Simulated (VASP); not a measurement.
# BN in VASP: a series of runs

Runs on BN. Level: PBE. Tasks: single point.

Everything below comes from runs of VASP 6.6.1. Logs are shortened: lines on timing, memory, paths and dates and some standing lists are left out, and cuts for length are marked.

### Step 1. The cell of the first run

Symmetry: F-43m, No. 216, cubic system. Conventional cell: a = 3.610 Å, b = 3.610 Å, c = 3.610 Å, α = 90.00°, β = 90.00°, γ = 90.00°. Within 2.1 Å of B (site symmetry -43m) lie 4 N at 1.56 Å. N (site symmetry -43m) has 4 B at 1.56 Å within 2.1 Å.

### Step 2. Single point, PBE

Contents of INCAR:

```
PREC = Accurate ; ENCUT = 520
EDIFF = 1E-6 ; ISMEAR = 0
SIGMA = 0.01 ; LREAL = F
LASPH = T ; NELM = 60
ALGO = Normal ; ISIF = 2
LWAVE = F ; LCHARG = F
GGA = PE ; NBANDS = 11
```

Contents of KPOINTS:

```
regular mesh
0
Gamma
  6 6 6
```

Contents of POSCAR:

```
BN
1.0
    0.0000000000      1.8048254497      1.8048254497
    1.8048254497      0.0000000000      1.8048254497
    1.8048254497      1.8048254497      0.0000000000
B N
1 1
Direct
    0.0000000000      0.0000000000      0.0000000000
    0.2500000000      0.2500000000      0.2500000000
```

Potentials or basis: VASP PAW PBE potentials, release 64 (B, N).

Command:

```console
cat potpaw_PBE.64/B/POTCAR potpaw_PBE.64/N/POTCAR > POTCAR
mpirun -np 1 vasp_std > vasp.out
```

OUTCAR:

```text
PREC = Accurate
   ENCUT = 520
   EDIFF = 1E-6
   ISMEAR = 0
   LREAL = F
   LASPH = T
   NELM = 60
   ISIF = 2
   GGA = PE

 ion  position               nearest neighbor table
   1  0.000  0.000  0.000-   2 1.56   2 1.56   2 1.56   2 1.56
   2  0.250  0.250  0.250-   1 1.56   1 1.56   1 1.56   1 1.56

  LATTYP: Found a face centered cubic cell.
 ALAT       =     3.6096508994

  Lattice vectors:

 A1 = (   0.0000000000,   1.8048254497,   1.8048254497)
 A2 = (   1.8048254497,   0.0000000000,   1.8048254497)
 A3 = (   1.8048254497,   1.8048254497,   0.0000000000)

Analysis of symmetry for initial positions (statically):
=====================================================================
 Subroutine PRICEL returns:
 Original cell was already a primitive cell.

 Routine SETGRP: Setting up the symmetry group for a
 face centered cubic supercell.

 Subroutine GETGRP returns: Found 24 space group operations
 (whereof 24 operations were pure point group operations)
 out of a pool of 48 trial point group operations.

The static configuration has the point symmetry T_d .

Analysis of symmetry for dynamics (positions and initial velocities):
=====================================================================
 Subroutine PRICEL returns:
 Original cell was already a primitive cell.

 Routine SETGRP: Setting up the symmetry group for a
 face centered cubic supercell.

 Subroutine GETGRP returns: Found 24 space group operations
 (whereof 24 operations were pure point group operations)
 out of a pool of 48 trial point group operations.

The dynamic configuration has the point symmetry T_d .

 Subroutine INISYM returns: Found 24 space group operations
 (whereof 24 operations are pure point group operations),
 and found     1 'primitive' translations

----------------------------------------------------------------------------------------

                                     Primitive cell

  volume of cell :      11.7581

  direct lattice vectors                    reciprocal lattice vectors
     0.000000000  1.804825450  1.804825450    -0.277035101  0.277035101  0.277035101
     1.804825450  0.000000000  1.804825450     0.277035101 -0.277035101  0.277035101
     1.804825450  1.804825450  0.000000000     0.277035101  0.277035101 -0.277035101

  length of vectors
     2.552408629  2.552408629  2.552408629     0.479838870  0.479838870  0.479838870

  position of ions in fractional coordinates (direct lattice)
     0.000000000  0.000000000  0.000000000
     0.250000000  0.250000000  0.250000000

[... 75 lines left out ...]
   POTIM  = 0.5000    time-step for ionic-motion
   TEBEG  =    0.0;   TEEND  =   0.0 temperature during run
   PSTRESS=    0.0 pullay stress
   NELECT =       8.0000    total number of electrons
   NUPDOWN=      -1.0000    fix difference up-down
   EMIN   =  10.00;   EMAX   =-10.00  energy-range for DOS
   EFERMI =   0.00;   METHOD = LEGACY
   ISMEAR =     0;   SIGMA  =   0.01  broadening in eV -4-tet -1-fermi 0-gaus
   EFERMI_NEDOS =   21; number of points for ismear=-14 and -15
   IALGO  =     38    algorithm
   IMIX   =      4    mixing-type and parameters
     AMIX     =   0.40;   BMIX     =  1.00
     AMIX_MAG =   1.60;   BMIX_MAG =  1.00
  volume/ion in A,a.u.               =       5.88        39.67
  Fermi-wavevector in a.u.,A,eV,Ry     =   1.439880  2.720979 28.208337  2.073254
  Thomas-Fermi vector in A             =   2.558686
   LORBIT       =      0    0 simple, 1 ext, 2 COOP (PROOUT), +10 PAW based schemes
   GGA     = PE    functional components
   LHFCALC =     F    Hartree Fock is set to
   AEXX    =    0.0000 exact exchange contribution
   IVDW    =     0    specifies the selected vdW correction
   LEPSILON=     F    determine dielectric tensor
   LRPA    =     F    only Hartree local field effects (RPA)
 non-spin polarized calculation
 Gauss-broadening in eV      SIGMA  =   0.01
  energy-cutoff  :      520.00
  volume of cell :       11.76
 maximum number of plane-waves:       332
   NGX =  9   NGY =  9   NGZ =  9

 number of electron       7.9999999 magnetization

 Free energy of the ion-electron system (eV)
  ---------------------------------------------------
  ext. energy  EPLUGINS =         0.00000000
  ---------------------------------------------------
  free energy    TOTEN  =       -17.44444534 eV

  energy without entropy =      -17.44444534  energy(sigma->0) =      -17.44444534

 E-fermi :   7.5444     XC(G=0): -12.8432

 val. band max:        7.4605872092   @ k =   0.0000   0.0000   0.0000
 cond. band min:      11.9226668728   @ k =   0.5000   0.5000   0.0000
 fundamental gap:      4.4620796636
 Fermi energy:         7.5444190864

 k-point     1 :       0.0000    0.0000    0.0000
  band No.  band energies     occupation
      1     -12.8219      2.00000
      2       7.4606      2.00000
      3       7.4606      2.00000
      4       7.4606      2.00000
      5      16.2994      0.00000
      6      16.2994      0.00000
      7      16.2994      0.00000
      8      17.8817      0.00000
      9      32.2944      0.00000
     10      35.2809      0.00000
     11      35.2809      0.00000
[... 197 lines left out ...]
 k-point    16 :      -0.3333    0.5000    0.1667
  band No.  band energies     occupation
      1      -6.9792      2.00000
      2      -0.7563      2.00000
      3       1.2408      2.00000
      4       1.2800      2.00000
      5      15.2471      0.00000
      6      19.5123      0.00000
      7      22.5998      0.00000
      8      24.3111      0.00000
      9      27.1006      0.00000
     10      33.4193      0.00000
     11      37.7228      0.00000

------------------------ aborting loop because EDIFF is reached ----------------------------------------

  FORCE on cell =-STRESS in cart. coord.  units (eV):
  Direction    XX          YY          ZZ          XY          YZ          ZX
  --------------------------------------------------------------------------------------
  -------------------------------------------------------------------------------------
  Total        0.3714026      0.3714026      0.3714026      0.0000000     -0.0000000      0.0000000
  in kB       50.6080799     50.6080799     50.6080799      0.0000000     -0.0000000      0.0000000
  external PRESSURE =      50.6080799 kB  Pullay stress =       0.0000000 kB

 VOLUME and BASIS-vectors are now :
 -----------------------------------------------------------------------------
  energy-cutoff  :      520.00
  volume of cell :       11.76
      direct lattice vectors                 reciprocal lattice vectors
     0.000000000  1.804825450  1.804825450    -0.277035101  0.277035101  0.277035101
     1.804825450  0.000000000  1.804825450     0.277035101 -0.277035101  0.277035101
     1.804825450  1.804825450  0.000000000     0.277035101  0.277035101 -0.277035101

 POSITION                                       TOTAL-FORCE (eV/Angst)
 -----------------------------------------------------------------------------------
      0.00000      0.00000      0.00000        -0.000000     -0.000000     -0.000000
      0.90241      0.90241      0.90241         0.000000      0.000000      0.000000
 -----------------------------------------------------------------------------------
    total drift:                                0.000000      0.000000      0.000000

  FREE ENERGIE OF THE ION-ELECTRON SYSTEM (eV)
  ---------------------------------------------------
  free  energy   TOTEN  =       -17.4444453416 eV

  energy  without entropy=      -17.4444453416  energy(sigma->0) =      -17.44444534
```

Wall time 3.9 s (1 thread of Intel Xeon 8259CL, shared host); peak memory 0.12 GiB.

Results:

```yaml
Free_energy: -17.4444 eV
Pressure: 5.1 GPa
Band_gap_on_the_k_mesh: 4.46 eV, indirect (least direct gap 8.84 eV)
```

Levels at points of the mesh, in eV from the valence-band top:
| k point | band 2 | band 3 | band 4 | band 5 | band 6 | band 7 |
| --- | --- | --- | --- | --- | --- | --- |
| (0.00, 0.00, 0.00) | 0.00 | 0.00 | 0.00 | 8.84 | 8.84 | 8.84 |
| (0.50, 0.00, 0.00) | -10.73 | -1.95 | -1.95 | 10.20 | 10.73 | 10.73 |
| (0.50, 0.50, 0.00) | -8.95 | -4.93 | -4.93 | 4.46 | 9.25 | 17.99 |

Caveat: the k points lie up to 0.50 Å⁻¹ apart.

(Continued in part 2 of 2.)
